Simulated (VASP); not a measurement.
Set up this calculation in VASP 6.6.1, as the native input.

```
Task                   : single point
Functional             : PBE
Potentials or basis    : VASP PAW PBE potentials, release 64 (S)
Cutoff                 : 520 eV
k mesh                 : 20 × 20 × 20
Occupations            : fermi-dirac, width 0.08 eV
Spin                   : no spin polarisation
Dipole correction      : no
Further INCAR settings : ALGO = Normal; EDIFF = 1e-06; NBANDS = 9
```

The structure of S lies in POSCAR:

```
S
1.0
    0.0000000000      1.5966549456      1.5966549456
    1.5966549456      0.0000000000      1.5966549456
    1.5966549456      1.5966549456      0.0000000000
S
1
Direct
    0.0000000000      0.0000000000      0.0000000000
```

The input as run:

INCAR

```
SYSTEM = S
PREC = Accurate ; ENCUT = 520
EDIFF = 1E-6 ; ISMEAR = -1
SIGMA = 0.08 ; LREAL = .False.
LASPH = .True. ; NELM = 60
ALGO = Normal ; ISIF = 2
LWAVE = .False. ; LCHARG = .False.
GGA = PE ; NBANDS = 9
```

KPOINTS

```
Automatic mesh
0
Gamma
  20 20 20
  0 0 0
```

Potentials or basis: VASP PAW PBE potentials, release 64 (S).

Command:

```bash
$ cat potpaw_PBE.64/S/POTCAR > POTCAR
$ mpirun -np 1 vasp_std > vasp.out
```

It gave:

| Quantity | Value |
| --- | --- |
| Pressure | 197.3 GPa |
| Band gap on the k mesh | zero (band 3 reaches 29.00 eV, above the bottom of band 4 at 12.94 eV) |

Wall time 8.1 s on 1 thread of AMD EPYC 9R45 96-Core Processor (Zen 5) (shared host), peak memory 0.09 GiB.
